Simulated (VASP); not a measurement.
# S3O (Pm-3m) in VASP: notebook

Runs on S3O. Level: PBE+D3(BJ). Tasks: single point, relaxation of cell and atoms.

All numbers are computed with VASP 6.6.1; they aren't measurements. Logs are shortened: lines on timing, memory, paths and dates and some standing lists are left out, and cuts for length are marked.

### Step 1. The cell of the first run

Symmetry: Pm-3m, No. 221, cubic system. Conventional cell: a = 4.172 Å, b = 4.172 Å, c = 4.172 Å, α = 90.00°, β = 90.00°, γ = 90.00°. S (site symmetry 4/mmm) has 2 O at 2.09 Å within 2.8 Å. Within 2.8 Å of O (site symmetry m-3m) lie 6 S at 2.09 Å.

The cell was generated, and may not be a known phase.

### Step 2. Single point, PBE+D3(BJ)

INCAR reads:

```
PREC = Accurate
ENCUT = 520
EDIFF = 1E-6
ISMEAR = 0
SIGMA = 0.1
LREAL = F
LASPH = T
NELM = 60
ALGO = Normal
ISIF = 2
LWAVE = F
LCHARG = T
GGA = PE
IVDW = 12
LELF = T
LVHAR = T
NBANDS = 20
```

KPOINTS reads:

```
Automatic mesh
0
Gamma
  12 12 12
```

POSCAR reads:

```
S3O
1.0
    4.1718298687      0.0000000000      0.0000000000
    0.0000000000      4.1718298687      0.0000000000
    0.0000000000      0.0000000000      4.1718298687
S O
3 1
Direct
    0.5000000000      0.0000000000      0.0000000000
    0.0000000000      0.5000000000      0.0000000000
    0.0000000000      0.0000000000      0.5000000000
    0.0000000000      0.0000000000      0.0000000000
```

Potentials or basis: VASP PAW PBE potentials, release 64 (S, O).

Run with:

```
$ cat potpaw_PBE.64/S/POTCAR potpaw_PBE.64/O/POTCAR > POTCAR
$ mpirun -np 1 vasp_std > vasp.out
```

OUTCAR:

```text
PREC = Accurate
   ENCUT = 520
   EDIFF = 1E-6
   ISMEAR = 0
   LREAL = F
   LASPH = T
   NELM = 60
   ISIF = 2
   GGA = PE
   IVDW = 12
 IVDW          = 12

 ion  position               nearest neighbor table
   1  0.500  0.000  0.000-   4 2.09   4 2.09
   2  0.000  0.500  0.000-   4 2.09   4 2.09
   3  0.000  0.000  0.500-   4 2.09   4 2.09
   4  0.000  0.000  0.000-   1 2.09   2 2.09   3 2.09   3 2.09   2 2.09   1 2.09

  LATTYP: Found a simple cubic cell.
 ALAT       =     4.1718298687

  Lattice vectors:

 A1 = (   4.1718298687,   0.0000000000,   0.0000000000)
 A2 = (   0.0000000000,   4.1718298687,   0.0000000000)
 A3 = (   0.0000000000,   0.0000000000,   4.1718298687)

Analysis of symmetry for initial positions (statically):
=====================================================================
 Subroutine PRICEL returns:
 Original cell was already a primitive cell.

 Routine SETGRP: Setting up the symmetry group for a
 simple cubic supercell.

 Subroutine GETGRP returns: Found 48 space group operations
 (whereof 48 operations were pure point group operations)
 out of a pool of 48 trial point group operations.

The static configuration has the point symmetry O_h .

Analysis of symmetry for dynamics (positions and initial velocities):
=====================================================================
 Subroutine PRICEL returns:
 Original cell was already a primitive cell.

 Routine SETGRP: Setting up the symmetry group for a
 simple cubic supercell.

 Subroutine GETGRP returns: Found 48 space group operations
 (whereof 48 operations were pure point group operations)
 out of a pool of 48 trial point group operations.

The dynamic configuration has the point symmetry O_h .

 Subroutine INISYM returns: Found 48 space group operations
 (whereof 48 operations are pure point group operations),
 and found     1 'primitive' translations

----------------------------------------------------------------------------------------

                                     Primitive cell

  volume of cell :      72.6072

  direct lattice vectors                    reciprocal lattice vectors
     4.171829869  0.000000000  0.000000000     0.239702968  0.000000000  0.000000000
     0.000000000  4.171829869  0.000000000     0.000000000  0.239702968  0.000000000
[... 88 lines left out ...]
   NELM   =     60;   NELMIN=  2; NELMDL= -5     # of ELM steps
   EDIFF  = 0.1E-05   stopping-criterion for ELM
   LREAL  =      F    real-space projection
   EDIFFG = 0.1E-04   stopping-criterion for IOM
   NSW    =      0    number of steps for IOM
   IBRION =     -1    ionic relax: 0-MD 1-quasi-New 2-CG
   NFREE  =      0    steps in history (QN), initial steepest desc. (CG)
   ISIF   =      2    stress and relaxation
   ISYM   =      2    0-nonsym 1-usesym 2-fastsym
   POTIM  = 0.5000    time-step for ionic-motion
   TEBEG  =    0.0;   TEEND  =   0.0 temperature during run
   PSTRESS=    0.0 pullay stress
   NELECT =      24.0000    total number of electrons
   NUPDOWN=      -1.0000    fix difference up-down
   EMIN   =  10.00;   EMAX   =-10.00  energy-range for DOS
   EFERMI =   0.00;   METHOD = LEGACY
   ISMEAR =     0;   SIGMA  =   0.10  broadening in eV -4-tet -1-fermi 0-gaus
   EFERMI_NEDOS =   21; number of points for ismear=-14 and -15
   IALGO  =     38    algorithm
   IMIX   =      4    mixing-type and parameters
     AMIX     =   0.40;   BMIX     =  1.00
     AMIX_MAG =   1.60;   BMIX_MAG =  1.00
  volume/ion in A,a.u.               =      18.15       122.49
  Fermi-wavevector in a.u.,A,eV,Ry     =   1.131928  2.139033 17.432602  1.281260
  Thomas-Fermi vector in A             =   2.268628
   LORBIT       =      0    0 simple, 1 ext, 2 COOP (PROOUT), +10 PAW based schemes
   GGA     = PE    functional components
   LHFCALC =     F    Hartree Fock is set to
   AEXX    =    0.0000 exact exchange contribution
   IVDW    =    12    specifies the selected vdW correction
   LEPSILON=     F    determine dielectric tensor
   LRPA    =     F    only Hartree local field effects (RPA)
 non-spin polarized calculation
 Gauss-broadening in eV      SIGMA  =   0.10
  energy-cutoff  :      520.00
  volume of cell :       72.61
 maximum number of plane-waves:      1980
 NGX is ok and might be reduce to    32
   NGX = 15   NGY = 15   NGZ = 15

 number of electron      24.0000007 magnetization

 Free energy of the ion-electron system (eV)
  ---------------------------------------------------
  ext. energy  EPLUGINS =         0.00000000
  ---------------------------------------------------
  free energy    TOTEN  =       -12.41525008 eV

  energy without entropy =      -12.38945281  energy(sigma->0) =      -12.40235145

 E-fermi :   3.5747     XC(G=0):  -9.5017

 val. band max:        3.5735910939   @ k =   0.4167   0.1667   0.0833
 cond. band min:       3.5754220826   @ k =   0.3333   0.2500   0.1667
 fundamental gap:      0.0018309887
 Fermi energy:         3.5747212526

 k-point     1 :       0.0000    0.0000    0.0000
  band No.  band energies     occupation
      1     -17.6232      2.00000
      2      -8.3466      2.00000
      3      -7.4255      2.00000
      4      -7.4255      2.00000
      5      -4.8580      2.00000
      6      -4.8580      2.00000
[... 541 lines left out ...]
     19      13.8794      0.00000
     20      13.9674      0.00000

 [... further k-points ...]

------------------------ aborting loop because EDIFF is reached ----------------------------------------

 Edisp (eV)   -0.89162

 E8    (eV) :    -0.3066

  FORCE on cell =-STRESS in cart. coord.  units (eV):
  Direction    XX          YY          ZZ          XY          YZ          ZX
  --------------------------------------------------------------------------------------
  -------------------------------------------------------------------------------------
  Total      -0.07487    -0.07487    -0.07487     0.00000    -0.00000     0.00000
  in kB      -1.65210    -1.65210    -1.65210     0.00000    -0.00000     0.00000
  external pressure =       -1.65 kB  Pullay stress =        0.00 kB

 VOLUME and BASIS-vectors are now :
 -----------------------------------------------------------------------------
  energy-cutoff  :      520.00
  volume of cell :       72.61
      direct lattice vectors                 reciprocal lattice vectors
     4.171829869  0.000000000  0.000000000     0.239702968  0.000000000  0.000000000
     0.000000000  4.171829869  0.000000000     0.000000000  0.239702968  0.000000000
     0.000000000  0.000000000  4.171829869     0.000000000  0.000000000  0.239702968

 POSITION                                       TOTAL-FORCE (eV/Angst)
 -----------------------------------------------------------------------------------
      2.08591      0.00000      0.00000         0.000000      0.000000      0.000000
      0.00000      2.08591      0.00000         0.000000      0.000000      0.000000
      0.00000      0.00000      2.08591         0.000000      0.000000      0.000000
      0.00000      0.00000      0.00000         0.000000      0.000000      0.000000
 -----------------------------------------------------------------------------------
    total drift:                                0.000000      0.000000     -0.000000

  FREE ENERGIE OF THE ION-ELECTRON SYSTEM (eV)
  ---------------------------------------------------
  free  energy   TOTEN  =       -13.3068694362 eV

  energy  without entropy=      -13.2810721643  energy(sigma->0) =      -13.29397080
```

OSZICAR:

```text
N       E                     dE             d eps       ncg     rms          rms(c)
DAV:   1     0.109020992615E+03    0.10902E+03   -0.10770E+04  3360   0.106E+03
DAV:   2    -0.653011703114E+01   -0.11555E+03   -0.11228E+03  4672   0.192E+02
DAV:   3    -0.128680325780E+02   -0.63379E+01   -0.62301E+01  4312   0.455E+01
DAV:   4    -0.129358140378E+02   -0.67781E-01   -0.67729E-01  4456   0.537E+00
DAV:   5    -0.129368842380E+02   -0.10702E-02   -0.10701E-02  4192   0.663E-01    0.130E+01
DAV:   6    -0.126004245866E+02    0.33646E+00   -0.22294E+00  3932   0.103E+01    0.749E+00
DAV:   7    -0.124517953999E+02    0.14863E+00   -0.11185E+00  3948   0.654E+00    0.637E+00
DAV:   8    -0.124212976701E+02    0.30498E-01   -0.18265E-01  3944   0.250E+00    0.868E-01
DAV:   9    -0.124151672634E+02    0.61304E-02   -0.34608E-02  3824   0.110E+00    0.360E-01
DAV:  10    -0.124152153724E+02   -0.48109E-04   -0.20206E-03  4320   0.288E-01    0.237E-01
DAV:  11    -0.124152572201E+02   -0.41848E-04   -0.21016E-04  3900   0.961E-02    0.402E-02
DAV:  12    -0.124152497472E+02    0.74728E-05   -0.17018E-05  3924   0.227E-02    0.255E-02
DAV:  13    -0.124152500825E+02   -0.33531E-06   -0.70997E-07  2620   0.618E-03
   1 F= -.13306869E+02 E0= -.13293971E+02  d E =-.257973E-01
```

Wall time 30 s (1 thread of Intel Xeon 6975P-C (Granite Rapids), shared host); peak memory 0.24 GiB.

Results:

- Free energy: -13.3069 eV
- Pressure: -0.2 GPa
- Band gap on the k mesh: zero (bands 12 and 13 overlap by 1.87 eV)
- Dispersion energy per atom: -0.223 eV

### Step 3. Relaxation of cell and atoms, PBE+D3(BJ)

This run uses another cell than the first one, of 18.05 Å³/atom.

INCAR reads:

```
PREC = Accurate
ENCUT = 600
EDIFF = 1E-7
ISMEAR = 0
SIGMA = 0.1
LREAL = False
LASPH = True
NELM = 60
ALGO = Normal
ISIF = 3
LWAVE = False
LCHARG = False
GGA = PE
IVDW = 12
IBRION = 2
NSW = 100
EDIFFG = -0.01
```

KPOINTS is that of step 2.

POSCAR reads:

```
S3O
1.0
    4.1636802341      0.0000000000      0.0000000000
    0.0000000000      4.1636802341      0.0000000000
    0.0000000000      0.0000000000      4.1636802341
S O
3 1
Direct
    0.5000000000      0.0000000000      0.0000000000
    0.0000000000      0.5000000000      0.0000000000
    0.0000000000      0.0000000000      0.5000000000
    0.0000000000      0.0000000000      0.0000000000
```

Potentials or basis: VASP PAW PBE potentials, release 64 (S, O).

Run with:

```
$ cat potpaw_PBE.64/S/POTCAR potpaw_PBE.64/O/POTCAR > POTCAR
$ mpirun -np 1 vasp_std > vasp.out
```

OUTCAR:

```text
PREC = Accurate
   ENCUT = 600
   EDIFF = 1E-7
   ISMEAR = 0
   LREAL = False
   LASPH = True
   NELM = 60
   ISIF = 3
   GGA = PE
   IVDW = 12
   IBRION = 2
   NSW = 100
   EDIFFG = -0.01
 IVDW          = 12

 ion  position               nearest neighbor table
   1  0.500  0.000  0.000-   4 2.08   4 2.08
   2  0.000  0.500  0.000-   4 2.08   4 2.08
   3  0.000  0.000  0.500-   4 2.08   4 2.08
   4  0.000  0.000  0.000-   1 2.08   2 2.08   3 2.08   3 2.08   2 2.08   1 2.08

  LATTYP: Found a simple cubic cell.
 ALAT       =     4.1636802341

  Lattice vectors:

 A1 = (   4.1636802341,   0.0000000000,   0.0000000000)
 A2 = (   0.0000000000,   4.1636802341,   0.0000000000)
 A3 = (   0.0000000000,   0.0000000000,   4.1636802341)

Analysis of symmetry for initial positions (statically):
=====================================================================
 Subroutine PRICEL returns:
 Original cell was already a primitive cell.

 Routine SETGRP: Setting up the symmetry group for a
 simple cubic supercell.

 Subroutine GETGRP returns: Found 48 space group operations
 (whereof 48 operations were pure point group operations)
 out of a pool of 48 trial point group operations.

The static configuration has the point symmetry O_h .

Analysis of symmetry for dynamics (positions and initial velocities):
=====================================================================
 Subroutine PRICEL returns:
 Original cell was already a primitive cell.

 Routine SETGRP: Setting up the symmetry group for a
 simple cubic supercell.

 Subroutine GETGRP returns: Found 48 space group operations
 (whereof 48 operations were pure point group operations)
 out of a pool of 48 trial point group operations.

The dynamic configuration has the point symmetry O_h .
[... 182 lines left out ...]
      0.00000      0.00000      2.08184         0.000000      0.000000      0.000000
      0.00000      0.00000      0.00000         0.000000      0.000000      0.000000
 -----------------------------------------------------------------------------------
    total drift:                               -0.000000     -0.000000     -0.000000

  FREE ENERGIE OF THE ION-ELECTRON SYSTEM (eV)
  ---------------------------------------------------
  free  energy   TOTEN  =       -13.3090680519 eV

  energy  without entropy=      -13.2835671845  energy(sigma->0) =      -13.29631762

--------------------------------------- Ionic step        2  -------------------------------------------

 number of electron      24.0000005 magnetization

 Free energy of the ion-electron system (eV)
  ---------------------------------------------------
  ext. energy  EPLUGINS =         0.00000000
  ---------------------------------------------------
  free energy    TOTEN  =       -12.41534651 eV

  energy without entropy =      -12.38967454  energy(sigma->0) =      -12.40251053

 E-fermi :   3.6024     XC(G=0):  -9.5130

 val. band max:        3.6006544004   @ k =   0.4167   0.1667   0.0833
 cond. band min:       3.6025513404   @ k =   0.3333   0.2500   0.1667
 fundamental gap:      0.0018969401
 Fermi energy:         3.6024127088

 k-point     1 :       0.0000    0.0000    0.0000
  band No.  band energies     occupation
      1     -17.6224      2.00000
      2      -8.3237      2.00000
      3      -7.3991      2.00000
      4      -7.3991      2.00000
      5      -4.8556      2.00000
      6      -4.8556      2.00000
[... 433 lines left out ...]
      3      -9.3209      2.00000
      4      -7.5859      2.00000
      5      -4.5003      2.00000
      6      -1.3133      2.00000
[... 8 lines left out ...]
     15       5.0843      0.00000
     16       7.7495      0.00000

 [... further k-points ...]

------------------------ aborting loop because EDIFF is reached ----------------------------------------

 Edisp (eV)   -0.89386

 E8    (eV) :    -0.3074

  FORCE on cell =-STRESS in cart. coord.  units (eV):
  Direction    XX          YY          ZZ          XY          YZ          ZX
  --------------------------------------------------------------------------------------
  -------------------------------------------------------------------------------------
  Total      -0.00973    -0.00973    -0.00973    -0.00000    -0.00000     0.00000
  in kB      -0.21523    -0.21523    -0.21523    -0.00000    -0.00000     0.00000
  external pressure =       -0.22 kB  Pullay stress =        0.00 kB

 VOLUME and BASIS-vectors are now :
 -----------------------------------------------------------------------------
  energy-cutoff  :      600.00
  volume of cell :       72.43
      direct lattice vectors                 reciprocal lattice vectors
     4.168404386  0.000000000 -0.000000000     0.239899949  0.000000000  0.000000000
    -0.000000000  4.168404386  0.000000000    -0.000000000  0.239899949  0.000000000
    -0.000000000 -0.000000000  4.168404386     0.000000000 -0.000000000  0.239899949

 POSITION                                       TOTAL-FORCE (eV/Angst)
 -----------------------------------------------------------------------------------
      2.08420      0.00000     -0.00000        -0.000000     -0.000000      0.000000
     -0.00000      2.08420      0.00000        -0.000000      0.000000      0.000000
     -0.00000     -0.00000      2.08420         0.000000     -0.000000      0.000000
      0.00000      0.00000      0.00000        -0.000000     -0.000000      0.000000
 -----------------------------------------------------------------------------------
    total drift:                                0.000000     -0.000000     -0.000000

  FREE ENERGIE OF THE ION-ELECTRON SYSTEM (eV)
  ---------------------------------------------------
  free  energy   TOTEN  =       -13.3092105456 eV

  energy  without entropy=      -13.2835385695  energy(sigma->0) =      -13.29637456

 reached required accuracy - stopping structural energy minimisation
```

OSZICAR:

```text
N       E                     dE             d eps       ncg     rms          rms(c)
DAV:   1     0.135083260590E+03    0.13508E+03   -0.11930E+04  2688   0.147E+03
[... 15 lines left out ...]
DAV:   1    -0.124164874412E+02   -0.43921E-02   -0.26560E-02  2688   0.124E+00    0.251E-01
DAV:   2    -0.124157602302E+02    0.72721E-03   -0.53445E-03  2688   0.578E-01    0.149E-01
DAV:   3    -0.124154249532E+02    0.33528E-03   -0.13039E-03  2688   0.291E-01    0.511E-02
DAV:   4    -0.124153524051E+02    0.72548E-04   -0.36154E-04  2688   0.112E-01    0.389E-02
DAV:   5    -0.124153505161E+02    0.18890E-05   -0.74873E-06  3400   0.211E-02    0.305E-02
DAV:   6    -0.124153468930E+02    0.36231E-05   -0.14646E-06  2760   0.912E-03    0.459E-03
DAV:   7    -0.124153464820E+02    0.41095E-06   -0.40935E-07  2624   0.474E-03    0.129E-03
DAV:   8    -0.124153465135E+02   -0.31496E-07   -0.34277E-08  1344   0.153E-03
   2 F= -.13309211E+02 E0= -.13296375E+02  d E =-.142494E-03
```

CONTCAR:

```text
S3O
   1.00000000000000
     4.1684043863528473    0.0000000000000000   -0.0000000000000000
    -0.0000000000000000    4.1684043863528473    0.0000000000000000
    -0.0000000000000000   -0.0000000000000000    4.1684043863528473
  S               O
     3     1
Direct
     0.5000000000000000    0.0000000000000000    0.0000000000000000
     0.0000000000000000    0.5000000000000000    0.0000000000000000
     0.0000000000000000    0.0000000000000000    0.5000000000000000
     0.0000000000000000    0.0000000000000000    0.0000000000000000

  0.00000000E+00  0.00000000E+00  0.00000000E+00
  0.00000000E+00  0.00000000E+00  0.00000000E+00
  0.00000000E+00  0.00000000E+00  0.00000000E+00
  0.00000000E+00  0.00000000E+00  0.00000000E+00
```

Run time: 61 s. Hardware: 1 thread of Intel Xeon 6975P-C (Granite Rapids), shared host; peak memory 0.27 GiB.

Results:

```yaml
Free_energy: -13.3092 eV
Relaxed_volume: 18.11 Å³/atom
Relaxed_cell: a = 4.168 Å, b = 4.168 Å, c = 4.168 Å, α = 90.00°, β = 90.00°, γ = 90.00°
Space_group_after_relaxing_to_0.1_Å: Pm-3m (No. 221)
Energy_gained_by_relaxing: 0.0 meV/atom
Ionic_steps: 2
Pressure_after_relaxing: 0.0 GPa
Band_gap_on_the_k_mesh: zero (bands 12 and 13 overlap by 1.87 eV)
Dispersion_energy_per_atom: -0.223 eV
```

Step by step:
```csv
step,energy change (eV),largest force (eV/Å),pressure (GPa),volume (Å³)
1,0.0000,0.0000,0.21,72.18
2,-0.0001,0.0000,-0.02,72.43
```

Final structure:
```
S O
1.0
     4.16840    0.00000    0.00000
     0.00000    4.16840    0.00000
     0.00000    0.00000    4.16840
S O
3 1
Direct
  0.50000 0.00000 0.00000
  0.00000 0.50000 0.00000
  0.00000 0.00000 0.50000
  0.00000 0.00000 0.00000
```
